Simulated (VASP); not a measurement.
A run of VASP 6.6.1:

INCAR

```
SYSTEM = TaAs
ALGO     = Fast           ! electronic algorithm
EDIFF    = 1E-6           ! SCF threshold, eV
EDIFFG   = -0.001         ! ionic threshold
ENCUT    = 520            ! plane-wave cutoff, eV
GGA      = PE             ! functional
IBRION   = 2              ! ionic algorithm
ISIF     = 2              ! what is computed and relaxed
ISMEAR   = 0              ! smearing method
KPAR     = 4            
LASPH    = .TRUE.         ! aspherical terms in the spheres
LCHARG   = .FALSE.        ! write CHGCAR
LREAL    = .FALSE.        ! projectors in reciprocal space
LWAVE    = .FALSE.        ! write WAVECAR
NELM     = 60             ! most SCF steps
NSW      = 80             ! ionic steps
PREC     = Accurate       ! precision mode
SIGMA    = 0.02           ! smearing width, eV
```

Contents of KPOINTS:

```
k-points
0
G
  12 12 12
  0 0 0
```

The input POSCAR:

```
TaAs
1.0
   -1.7218133622      1.7218133622      5.8679415361
    1.7218133622     -1.7218133622      5.8679415361
    1.7218133622      1.7218133622     -5.8679415361
Ta As
2 2
Direct
    0.4999673000      0.9999673000      0.5000000000
    0.7499673000      0.7499673000      0.0000000000
    0.0826321200      0.5826321200      0.5000000000
    0.3326321200      0.3326321200      0.0000000000
```

Potentials or basis: VASP PAW PBE potentials, release 64 (Ta_pv, As).

The run is started by

```sh
$ cat potpaw_PBE.64/Ta_pv/POTCAR potpaw_PBE.64/As/POTCAR > POTCAR
$ mpirun -np 4 vasp_std > vasp.out
```

Hardware: 4 MPI ranks on Oxide Virtual Turin-like Processor, on a shared host.

Estimate the wall time of this run.

Run time: 9.3 min on 4 MPI ranks on Oxide Virtual Turin-like Processor, with other jobs on the host, peak memory 0.47 GiB a rank. Counts: scf iterations 27, k points 163, ion steps 4.
